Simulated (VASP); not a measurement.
Wanted: the native input for a VASP 6.6.1 run.

* Task: single point
* Functional: PBE
* Potentials or basis: VASP PAW PBE potentials, release 64 (W_sv, Se)
* Cutoff: 520 eV
* k mesh: 12 × 12 × 12
* Occupations: gaussian, width 0.1 eV
* Spin: no spin polarisation
* Dipole correction: no
* Further INCAR settings: ALGO = Normal; EDIFF = 1e-06; NBANDS = 24

The structure of W2Se lies in POSCAR:

```
W2Se
1.0
    1.5900852933      0.9180361721      5.9074144715
   -1.5900852933      0.9180361721      5.9074144715
    0.0000000000     -1.8360723442      5.9074144715
W Se
2 1
Direct
    0.7813762328      0.7813762328      0.7813762328
    0.2186237672      0.2186237672      0.2186237672
    0.0000000000      0.0000000000      0.0000000000
```

One way to write it, as run:

INCAR

```
PREC     = Accurate       # precision mode
ENCUT    = 520            # plane-wave cutoff, eV
EDIFF    = 1E-6           # SCF threshold, eV
ISMEAR   = 0              # smearing method
SIGMA    = 0.1            # smearing width, eV
LREAL    = False          # projectors in reciprocal space
LASPH    = True           # aspherical terms in the spheres
NELM     = 60             # most SCF steps
ALGO     = Normal         # electronic algorithm
ISIF     = 2              # what is computed and relaxed
LWAVE    = False          # write WAVECAR
LCHARG   = False          # write CHGCAR
GGA      = PE             # functional
NBANDS   = 24             # bands
```

KPOINTS

```
regular mesh
0
Gamma
  12 12 12
```

Potentials or basis: VASP PAW PBE potentials, release 64 (W_sv, Se).

Run with:

```bash
$ cat potpaw_PBE.64/W_sv/POTCAR potpaw_PBE.64/Se/POTCAR > POTCAR
$ mpirun -np 1 vasp_std > vasp.out
```

Results of the run:

| Item | Value |
| --- | --- |
| Pressure | 0.4 GPa |
| Largest force | 0.010 eV/Å |
| Band gap on the k mesh | zero (bands 17 and 18 overlap by 2.34 eV) |

Caveat: spin-orbit coupling is left out, which moves the levels of the heavy elements.

It took 5 min on 1 thread of Intel(R) Xeon(R) 6975P-C (Granite Rapids), with other jobs on the host, peak memory 0.44 GiB.
